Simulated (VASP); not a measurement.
## Ba: single point with r2SCAN

Ba:

```
Ba
1.0
     7.60239    0.00000    0.00000
    -3.80119    6.58386    0.00000
     0.00000    0.00000    4.46136
Ba
3
Direct
  0.00000 0.00000 0.00000
  0.33333 0.66667 0.50000
  0.66667 0.33333 0.50000
```

This isn't the form of Ba at room conditions, which is bcc.

```yaml
Program: VASP 6.6.1
Task: single point
Functional: r2SCAN
Potentials_or_basis: VASP PAW PBE potentials, release 64 (Ba_sv)
Cutoff: 520 eV
k_mesh: 6 × 6 × 8
Occupations: fermi-dirac, width 0.1 eV
Spin: no spin polarisation
```

The pressure is -0.7 GPa. The band gap on the k mesh is zero (bands 15 and 16 overlap by 0.50 eV).

Stress tensor (GPa, compression positive):
```
-0.78  0.00  0.00
 0.00 -0.78  0.00
 0.00  0.00 -0.67
```

Levels at points of the mesh, in eV from the Fermi level:
```
           k point  band 11  band 12  band 13  band 14  band 15  band 16  band 17  band 18  band 19  band 20
(0.00, 0.00, 0.00)   -14.85   -14.83    -2.82    -0.15     0.27     0.27     0.36     0.36     0.62     1.55
(0.50, 0.00, 0.00)   -14.88   -14.84    -1.68    -1.62    -0.82     0.61     0.79     0.88     0.92     1.02
(0.00, 0.00, 0.50)   -14.88   -14.88    -0.77    -0.36    -0.22    -0.22     0.00     0.00     1.43     1.43
(0.50, 0.00, 0.50)   -14.88   -14.87    -0.63    -0.55    -0.12     0.27     0.28     0.48     0.95     1.38
```

Run time: 19 min on 1 thread of Oxide Virtual Turin-like Processor (shared host), peak memory 0.41 GiB.

Caveat: the PAW data sets were made with another functional, which shifts forces and pressure a little; spin-orbit coupling is left out, which moves the levels of the heavy elements.
